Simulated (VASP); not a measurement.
# AlCu3 (P4mm) in VASP: further runs

The runs below take AlCu3 through single point, with PBEsol.

All numbers are computed with VASP 6.6.1; they aren't measurements. Logs are shortened: lines on timing, memory, paths and dates and some standing lists are left out, and cuts for length are marked.

**1. The cell of the first run**

Symmetry: P4mm, No. 99, tetragonal system. The conventional cell has a = 3.632 Å, b = 3.632 Å, c = 3.632 Å, α = 90.00°, β = 90.00°, γ = 90.00°. Al (site symmetry 4mm) has 12 Cu at 2.39 to 2.76 Å within 3.2 Å. Cu (site symmetry 2mm) has 4 Al at 2.39 to 2.76 Å and 8 Cu at 2.57 Å within 3.2 Å. Within 3.4 Å of Cu (site symmetry 4mm) lie 8 Cu at 2.57 Å and 4 Al at 2.58 Å.

**2. Single point, PBEsol (atom 1 (Al) moved +0.263 Å towards its neighbour atom 1 (Al) at 3.632 Å)**

File INCAR:

```
PREC = Accurate ; ENCUT = 520
EDIFF = 1E-6 ; ISMEAR = 0
SIGMA = 0.15 ; LREAL = False
LASPH = True ; NELM = 60
ALGO = Fast ; ISIF = 2
LWAVE = False ; LCHARG = True
GGA = PS ; LELF = True
LVHAR = True ; NBANDS = 26
```

File KPOINTS:

```
regular mesh
0
Gamma
  14 14 14
```

File POSCAR:

```
AlCu3
1.0
    3.6318704096      0.0000000000      0.0000000000
    0.0000000000      3.6318704096      0.0000000000
    0.0000000000      0.0000000000      3.6318704096
Al Cu
1 3
Direct
   -0.0722768079      0.0000000000      0.0000000000
    0.5000000000      0.5000000000      0.0000000000
    0.5000000000      0.0000000000      0.5000000000
    0.0000000000      0.5000000000      0.5000000000
```

Potentials or basis: VASP PAW PBE potentials, release 64 (Al, Cu).

Command:

```sh
cat potpaw_PBE.64/Al/POTCAR potpaw_PBE.64/Cu/POTCAR > POTCAR
mpirun -np 1 vasp_std > vasp.out
```

OUTCAR:

```text
PREC = Accurate
   ENCUT = 520
   EDIFF = 1E-6
   ISMEAR = 0
   LREAL = False
   LASPH = True
   NELM = 60
   ISIF = 2
   GGA = PS

 ion  position               nearest neighbor table
   1  0.928  0.000  0.000-   2 2.39   3 2.39   3 2.39   2 2.39   4 2.58   4 2.58   4 2.58   4 2.58
                             2 2.76   3 2.76   3 2.76   2 2.76
   2  0.500  0.500  0.000-   1 2.39   1 2.39   4 2.57   3 2.57   4 2.57   3 2.57   3 2.57   3 2.57
                             4 2.57   4 2.57   1 2.76   1 2.76
   3  0.500  0.000  0.500-   1 2.39   1 2.39   4 2.57   2 2.57   2 2.57   2 2.57   4 2.57   2 2.57
                             4 2.57   4 2.57   1 2.76   1 2.76
   4  0.000  0.500  0.500-   2 2.57   3 2.57   2 2.57   3 2.57   2 2.57   3 2.57   2 2.57   3 2.57
                             1 2.58   1 2.58   1 2.58   1 2.58

  LATTYP: Found a simple cubic cell.
 ALAT       =     3.6318704096

  Lattice vectors:

 A1 = (   3.6318704096,   0.0000000000,   0.0000000000)
 A2 = (   0.0000000000,   3.6318704096,   0.0000000000)
 A3 = (   0.0000000000,   0.0000000000,   3.6318704096)

Analysis of symmetry for initial positions (statically):
=====================================================================
 Subroutine PRICEL returns:
 Original cell was already a primitive cell.

 Routine SETGRP: Setting up the symmetry group for a
 simple cubic supercell.

 Subroutine GETGRP returns: Found  8 space group operations
 (whereof  8 operations were pure point group operations)
 out of a pool of 48 trial point group operations.

The static configuration has the point symmetry C_4v.

Analysis of symmetry for dynamics (positions and initial velocities):
=====================================================================
 Subroutine PRICEL returns:
 Original cell was already a primitive cell.

 Routine SETGRP: Setting up the symmetry group for a
 simple cubic supercell.

 Subroutine GETGRP returns: Found  8 space group operations
 (whereof  8 operations were pure point group operations)
 out of a pool of 48 trial point group operations.

The dynamic configuration has the point symmetry C_4v.

 Subroutine INISYM returns: Found  8 space group operations
 (whereof  8 operations are pure point group operations),
 and found     1 'primitive' translations

----------------------------------------------------------------------------------------

                                     Primitive cell

  volume of cell :      47.9061

  direct lattice vectors                    reciprocal lattice vectors
[... 86 lines left out ...]
   LNONCOLLINEAR =      F non collinear calculations
   LSORBIT =      F    spin-orbit coupling
   LASPH  =      T    aspherical Exc in radial PAW
   ENCUT  =  520.0 eV  38.22 Ry    6.18 a.u.   6.75  6.75  6.75*2*pi/ulx,y,z
   NELM   =     60;   NELMIN=  2; NELMDL= -5     # of ELM steps
   EDIFF  = 0.1E-05   stopping-criterion for ELM
   LREAL  =      F    real-space projection
[... 7 lines left out ...]
   TEBEG  =    0.0;   TEEND  =   0.0 temperature during run
   PSTRESS=    0.0 pullay stress
   NELECT =      36.0000    total number of electrons
   NUPDOWN=      -1.0000    fix difference up-down
   EMIN   =  10.00;   EMAX   =-10.00  energy-range for DOS
   EFERMI =   0.00;   METHOD = LEGACY
   ISMEAR =     0;   SIGMA  =   0.15  broadening in eV -4-tet -1-fermi 0-gaus
   EFERMI_NEDOS =   21; number of points for ismear=-14 and -15
   IALGO  =     68    algorithm
   IMIX   =      4    mixing-type and parameters
     AMIX     =   0.40;   BMIX     =  1.00
     AMIX_MAG =   1.60;   BMIX_MAG =  1.00
  volume/ion in A,a.u.               =      11.98        80.82
  Fermi-wavevector in a.u.,A,eV,Ry     =   1.488374  2.812618 30.140391  2.215256
  Thomas-Fermi vector in A             =   2.601416
   LORBIT       =      0    0 simple, 1 ext, 2 COOP (PROOUT), +10 PAW based schemes
   GGA     = PS    functional components
   LHFCALC =     F    Hartree Fock is set to
   AEXX    =    0.0000 exact exchange contribution
   IVDW    =     0    specifies the selected vdW correction
   LEPSILON=     F    determine dielectric tensor
   LRPA    =     F    only Hartree local field effects (RPA)
 non-spin polarized calculation
 RMM-DIIS sequential band-by-band and
 Gauss-broadening in eV      SIGMA  =   0.15
  energy-cutoff  :      520.00
  volume of cell :       47.91
 maximum number of plane-waves:      1328
 NGX is ok and might be reduce to    28
   NGX = 13   NGY = 13   NGZ = 13

 number of electron      35.9999975 magnetization

 Free energy of the ion-electron system (eV)
  ---------------------------------------------------
  ext. energy  EPLUGINS =         0.00000000
  ---------------------------------------------------
  free energy    TOTEN  =       -17.52186707 eV

  energy without entropy =      -17.50852262  energy(sigma->0) =      -17.51519484

 E-fermi :   8.6452     XC(G=0): -12.4906

 val. band max:        8.6405250259   @ k =   0.2857   0.0000   0.5000
 cond. band min:       8.6577074174   @ k =   0.1429   0.0714   0.0714
 fundamental gap:      0.0171823916
 Fermi energy:         8.6452358712

 k-point     1 :       0.0000    0.0000    0.0000
  band No.  band energies     occupation
      1      -2.1072      2.00000
      2       3.1629      2.00000
      3       3.6249      2.00000
      4       3.7780      2.00000
      5       3.9703      2.00000
      6       3.9862      2.00000
[... 685 lines left out ...]
     25      18.1404      0.00000
     26      18.7660      0.00000

 [... further k-points ...]

------------------------ aborting loop because EDIFF is reached ----------------------------------------

  FORCE on cell =-STRESS in cart. coord.  units (eV):
  Direction    XX          YY          ZZ          XY          YZ          ZX
  --------------------------------------------------------------------------------------
  -------------------------------------------------------------------------------------
  Total        0.7714491      0.9461785      0.9461785     -0.0000000      0.0000000     -0.0000000
  in kB       25.8004229     31.6440920     31.6440920     -0.0000000      0.0000000     -0.0000000
  external PRESSURE =      29.6962023 kB  Pullay stress =       0.0000000 kB

 VOLUME and BASIS-vectors are now :
 -----------------------------------------------------------------------------
  energy-cutoff  :      520.00
  volume of cell :       47.91
      direct lattice vectors                 reciprocal lattice vectors
     3.631870410  0.000000000  0.000000000     0.275340221  0.000000000  0.000000000
     0.000000000  3.631870410  0.000000000     0.000000000  0.275340221  0.000000000
     0.000000000  0.000000000  3.631870410     0.000000000  0.000000000  0.275340221

 POSITION                                       TOTAL-FORCE (eV/Angst)
 -----------------------------------------------------------------------------------
      3.36937      0.00000      0.00000         2.001924     -0.000000     -0.000000
      1.81594      1.81594      0.00000        -0.962450      0.000000      0.000000
      1.81594      0.00000      1.81594        -0.962450     -0.000000      0.000000
      0.00000      1.81594      1.81594        -0.077024     -0.000000      0.000000
 -----------------------------------------------------------------------------------
    total drift:                               -0.000299      0.000000      0.000000

  FREE ENERGIE OF THE ION-ELECTRON SYSTEM (eV)
  ---------------------------------------------------
  free  energy   TOTEN  =       -17.5218670656 eV

  energy  without entropy=      -17.5085226211  energy(sigma->0) =      -17.51519484
```

OSZICAR:

```text
N       E                     dE             d eps       ncg     rms          rms(c)
DAV:   1     0.250445336955E+03    0.25045E+03   -0.15571E+04 15464   0.217E+03
DAV:   2    -0.315143138063E+01   -0.25360E+03   -0.24269E+03 14984   0.353E+02
DAV:   3    -0.219465553271E+02   -0.18795E+02   -0.17965E+02 16892   0.135E+02
DAV:   4    -0.223663342510E+02   -0.41978E+00   -0.41848E+00 21884   0.235E+01
DAV:   5    -0.223740046541E+02   -0.76704E-02   -0.76695E-02 23160   0.249E+00    0.183E+01
RMM:   6    -0.209324415243E+02    0.14416E+01   -0.48420E+01 16999   0.106E+02    0.128E+01
RMM:   7    -0.175230764854E+02    0.34094E+01   -0.11966E+01 16379   0.549E+01    0.151E+00
RMM:   8    -0.175176619546E+02    0.54145E-02   -0.24601E-01 17984   0.735E+00    0.553E-01
RMM:   9    -0.175210867497E+02   -0.34248E-02   -0.94182E-02 18399   0.179E+00    0.233E-01
RMM:  10    -0.175215417088E+02   -0.45496E-03   -0.20174E-02 18111   0.219E+00    0.216E-01
RMM:  11    -0.175221498040E+02   -0.60810E-03   -0.67349E-03 21706   0.589E-01    0.166E-01
RMM:  12    -0.175218373864E+02    0.31242E-03   -0.19048E-03 18250   0.578E-01    0.535E-02
RMM:  13    -0.175218568389E+02   -0.19452E-04   -0.45021E-04 20762   0.212E-01    0.106E-02
RMM:  14    -0.175218688543E+02   -0.12015E-04   -0.12570E-04 21944   0.835E-02    0.164E-02
RMM:  15    -0.175218707333E+02   -0.18790E-05   -0.10122E-05 16795   0.232E-02    0.199E-02
RMM:  16    -0.175218668888E+02    0.38445E-05   -0.16007E-05 17034   0.570E-02    0.113E-02
RMM:  17    -0.175218670656E+02   -0.17672E-06   -0.16909E-06 10615   0.110E-02
   1 F= -.17521867E+02 E0= -.17515195E+02  d E =-.133444E-01
```

stdout:

```text
POSCAR found type information on POSCAR AlCu
 POSCAR found :  2 types and       4 ions
 scaLAPACK will be used
 -----------------------------------------------------------------------------
|                                                                             |
|                                                                             |
|     You enforced a specific xc type in the INCAR file but a different       |
|     I HOPE YOU KNOW WHAT YOU ARE DOING!                                     |
|                                                                             |
 -----------------------------------------------------------------------------

 LDA part: xc-table for (Slater+PW92), standard interpolation
 POSCAR, INCAR and KPOINTS ok, starting setup
 FFT: planning ... GRIDC
 FFT: planning ... GRID_SOFT
 FFT: planning ... GRID
 WAVECAR not read
 entering main loop
```

Run time: 5.1 min. Hardware: 1 thread of Intel Xeon Platinum 8259CL at 2.50GHz (Skylake/Cascade Lake), shared host; peak memory 0.38 GiB.

Results:

```yaml
Free_energy: -17.5219 eV
Pressure: 3.0 GPa
Largest_force: 2.002 eV/Å
Band_gap_on_the_k_mesh: zero (bands 18 and 19 overlap by 5.60 eV)
```

Forces on the atoms (eV/Å):
```
Al   2.002  0.000  0.000
Cu  -0.962  0.000  0.000
Cu  -0.962  0.000  0.000
Cu  -0.077  0.000  0.000
```

Stress tensor (GPa, compression positive):
```
2.58 0.00 0.00
0.00 3.16 0.00
0.00 0.00 3.16
```

Caveat: the cell differs from its parent crystal (atom 1 (Al) moved +0.263 Å towards its neighbour atom 1 (Al) at 3.632 Å); the PAW data sets were made with another functional, which shifts forces and pressure a little.

**3. Single point, PBEsol (atom 1 (Al) moved +0.188 Å towards its neighbour atom 1 (Al) at 3.632 Å)**

File INCAR:

```
ALGO = Fast
EDIFF = 1E-6
ENCUT = 520
GGA = PS
ISIF = 2
ISMEAR = 0
LASPH = T
LCHARG = T
LELF = T
LREAL = F
LVHAR = T
LWAVE = F
NBANDS = 26
NELM = 100
PREC = Accurate
SIGMA = 0.15
```

File KPOINTS:

```
k-points
0
Gamma
  14 14 14
```

Changes to POSCAR since step 2:

```diff
@@ -8,3 +8,3 @@
 Direct
-   -0.0722768079      0.0000000000      0.0000000000
+   -0.0516262914      0.0000000000      0.0000000000
     0.5000000000      0.5000000000      0.0000000000
```

Potentials or basis: VASP PAW PBE potentials, release 64 (Al, Cu).

Command:

```sh
cat potpaw_PBE.64/Al/POTCAR potpaw_PBE.64/Cu/POTCAR > POTCAR
mpirun -np 1 vasp_std > vasp.out
```

Wall time 5.9 min (1 thread of Intel Xeon Platinum 8259CL at 2.50GHz (Skylake/Cascade Lake), shared host); peak memory 0.38 GiB.

It converged, with:

| Property | Result |
| --- | --- |
| Free energy | -17.6494 eV |
| Pressure | 1.9 GPa |
| Largest force | 1.405 eV/Å |
| Band gap on the k mesh | zero (bands 18 and 19 overlap by 5.62 eV) |

Forces on the atoms (eV/Å):
```
Al   1.405  0.000  0.000
Cu  -0.675  0.000  0.000
Cu  -0.675  0.000  0.000
Cu  -0.055  0.000  0.000
```

Stress tensor (GPa, compression positive):
```
1.74 0.00 0.00
0.00 1.99 0.00
0.00 0.00 1.99
```

Levels at points of the mesh, in eV from the Fermi level:
```tsv
k point	band 16	band 17	band 18	band 19	band 20	band 21
(0.00, 0.00, 0.00)	-2.09	-0.30	-0.30	-0.23	4.34	4.37
(0.50, 0.00, 0.00)	-2.55	-2.12	3.57	3.57	4.11	4.11
(0.00, 0.50, 0.00)	-2.52	-2.09	3.77	3.79	3.90	3.91
(0.50, 0.50, 0.00)	-2.80	-2.40	-1.23	-1.22	6.00	6.46
(0.00, 0.50, 0.50)	-2.81	-2.37	-1.25	-1.25	5.91	6.47
(0.50, 0.50, 0.50)	-2.28	-2.28	-2.26	-1.51	1.33	1.73
```

Caveat: the cell differs from its parent crystal (atom 1 (Al) moved +0.188 Å towards its neighbour atom 1 (Al) at 3.632 Å); the PAW data sets were made with another functional, which shifts forces and pressure a little.
